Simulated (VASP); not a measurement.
The system is Tl.

```
CELL_PARAMETERS angstrom
3.45600 0.00000 0.00000
-1.72800 2.99298 0.00000
0.00000 0.00000 5.52500
ATOMIC_POSITIONS crystal
Tl 0.33333 0.66667 0.25000
Tl 0.66667 0.33333 0.75000
```

```yaml
Program: VASP 6.6.1
Task: relaxation of cell and atoms
Functional: r2SCAN
Potentials_or_basis: VASP PAW PBE potentials, release 64 (Tl_d)
Cutoff: 600 eV
k_mesh: 8 × 8 × 5
Occupations: fermi-dirac, width 0.05 eV
Spin: no spin polarisation
```

At the start: pressure 2.2 GPa; volume 28.57 Å³/atom.

Question: How do energy, volume and symmetry change on relaxing?

Answer: Over 6 steps the energy falls by 12.4 meV/atom and the volume is 30.21 Å³/atom (+5.7 %); space group P6_3/mmc (No. 194, to 0.05 Å).

Step by step:
```csv
step,energy change (eV),largest force (eV/Å),pressure (GPa),volume (Å³)
1,0.0000,0.0000,2.19,57.15
2,-0.0242,0.0000,0.06,60.44
3,-0.0243,0.0000,-0.06,60.66
4,-0.0243,0.0000,-0.02,60.58
5,-0.0246,0.0000,0.00,60.52
6,-0.0248,0.0000,0.04,60.43
```

Final structure:
```cif
data_structure
_symmetry_space_group_name_H-M 'P 1'
_symmetry_Int_Tables_number 1
_cell_length_a 3.4957
_cell_length_b 3.4957
_cell_length_c 5.7097
_cell_angle_alpha 90.000
_cell_angle_beta 90.000
_cell_angle_gamma 120.000
_cell_volume 60.43
loop_
_atom_site_label
_atom_site_type_symbol
_atom_site_fract_x
_atom_site_fract_y
_atom_site_fract_z
_atom_site_occupancy
Tl1 Tl 0.33333 0.66667 0.25000 1
Tl2 Tl 0.66667 0.33333 0.75000 1
```

Caveat: the PAW data sets were made with another functional, which shifts forces and pressure a little.
